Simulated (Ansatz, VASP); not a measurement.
# PbS in VASP and in Ansatz

INCAR

```
SYSTEM = PbS
PREC = Accurate
ENCUT = 520
EDIFF = 1E-7
ISMEAR = 0
SIGMA = 0.028000000000000004
LREAL = .FALSE.
LASPH = .TRUE.
NELM = 60
ALGO = Normal
ISIF = 2
LWAVE = .FALSE.
LCHARG = .FALSE.
GGA = PE
NBANDS = 17
```

File KPOINTS:

```
Automatic mesh
0
G
  8 8 8
  0 0 0
```

The input POSCAR:

```
PbS
1.0
    0.0000000000      2.9657500000      2.9657500000
    2.9657500000      0.0000000000      2.9657500000
    2.9657500000      2.9657500000      0.0000000000
Pb S
1 1
Direct
    0.0000000000      0.0000000000      0.0000000000
    0.5000000000      0.5000000000      0.5000000000
```

input.yaml

```yaml
crystal:
  lattice:
    - [0.0, 2.96575, 2.96575]
    - [2.96575, 0.0, 2.96575]
    - [2.96575, 2.96575, 0.0]
  atoms:
    - { symbol: Pb, position: [0.0, 0.0, 0.0] }
    - { symbol: S, position: [0.5, 0.5, 0.5] }
kpoints:
  mp_grid: { grid: [8, 8, 8] }
scf:
  occupations: { method: gaussian, width: 0.028 }
hamiltonian:
  xc: pbe
  pseudopotentials: { kind: all_electron, lapw: { basis_error: 0.001 } }
output:
  forces: true
  stress: true
  eigenvalues: true
```

Alike in both runs: task single point; functional PBE; k mesh 8 × 8 × 8; occupations gaussian, width 0.028 eV; no spin polarisation.

|  | VASP | Ansatz |
| --- | --- | --- |
| version | VASP 6.6.1 | Ansatz 0.2.0 |
| potentials or method | VASP PAW PBE potentials, release 64 (Pb_d, S), cutoff 520 eV | all-electron LAPW, scalar-relativistic |

```tsv
	VASP	Ansatz	Ansatz less VASP
gap on the k mesh at the Fermi level (eV)	0.36	0.36	-0.008
least direct gap on the mesh (eV)	0.36	0.36	-0.008
pressure (GPa)	2.2	2.2	+0.08
```

Ansatz ran all-electron here, and VASP with PAW potentials.

Spin-orbit coupling is off throughout.
